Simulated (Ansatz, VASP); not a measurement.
## One calculation of Hf3Si2W, two programs

```
Hf Si W
1.0
     3.62017    0.00000    0.00000
     0.00000    3.62017    0.00000
     0.00000    0.00000    7.97531
Hf Si W
3 2 1
Direct
  0.50000 0.50000 0.00000
  0.00000 0.50000 0.37863
  0.50000 0.00000 0.62137
  0.00000 0.50000 0.73761
  0.50000 0.00000 0.26239
  0.00000 0.00000 0.00000
```

Change from the starting cell: species swapped into the Zr2CuSb3 type (P-4m2, No. 115).

Alike in both runs: task single point; functional PBE; k mesh 6 × 6 × 2; occupations gaussian, width 0.1 eV; no spin polarisation.

|  | VASP | Ansatz |
| --- | --- | --- |
| version | VASP 6.6.1 | Ansatz 0.2.0 |
| potentials or method | VASP PAW PBE potentials, release 64 (Hf_pv, Si, W_sv), cutoff 520 eV | scalar-relativistic, plane waves, PAW |
| valence electrons in the cell | 52 | 100 |

```tsv
	VASP	Ansatz	Ansatz less VASP
gap on the k mesh at the Fermi level (eV)	none	none	-
pressure (GPa)	7.8	8.0	+0.17
traceless stress, the component that is largest in VASP (GPa)	-22.17	-22.24	-0.074
rms of the force components (eV/Å)	0.187	0.192	+0.0049
```

Atom by atom the forces differ by 0.005 eV/Å (rms over components). A gap of «none» marks a metal or a gap that the smearing closes. VASP's potentials hold 52 valence electrons a cell and Ansatz's 100, so a difference there can come from the potentials and not from the codes.

The k mesh is coarse, so the values compare programs but aren't converged. Spin-orbit coupling is off throughout.
